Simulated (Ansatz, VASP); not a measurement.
**FeCo in VASP and in Ansatz**

```
Fe Co
1.0
     2.84483    0.00000    0.00000
     0.00000    2.84483    0.00000
     0.00000    0.00000    2.84483
Fe Co
1 1
Direct
  0.00000 0.00000 0.00000
  0.50000 0.50000 0.50000
```

Change from the starting cell: species swapped into the BaHg type (Pm-3m, No. 221).

Alike in both runs: functional PBE; k mesh 20 × 20 × 20; occupations gaussian, width 0.1 eV; collinear spin.

Ansatz relaxed the structure, and its values are those at the end. VASP's run is a single point on that final structure, the one shown.

|  | VASP | Ansatz |
| --- | --- | --- |
| version | VASP 6.6.1 | Ansatz 0.2.0 |
| potentials or method | VASP PAW PBE potentials, release 64 (Fe, Co), cutoff 600 eV | scalar-relativistic, plane waves, PAW |
| valence electrons in the cell | 17 | 33 |

Ansatz gave:

- gap on the k mesh at the Fermi level (eV): none
- pressure (GPa): 0.0
- net moment per atom (μB): 2.26
- size of the moment on the site where the two differ most (μB): 1.83

Estimate VASP's values.

gap on the k mesh at the Fermi level (eV): none; pressure (GPa): -0.5; net moment per atom (μB): 2.26; size of the moment on the site where the two differ most (μB): 1.76.

Site moments also hang on the region over which each program counts them. A gap of «none» marks a metal or a gap that the smearing closes. VASP's potentials hold 17 valence electrons a cell and Ansatz's 33, so a difference there can come from the potentials and not from the codes.
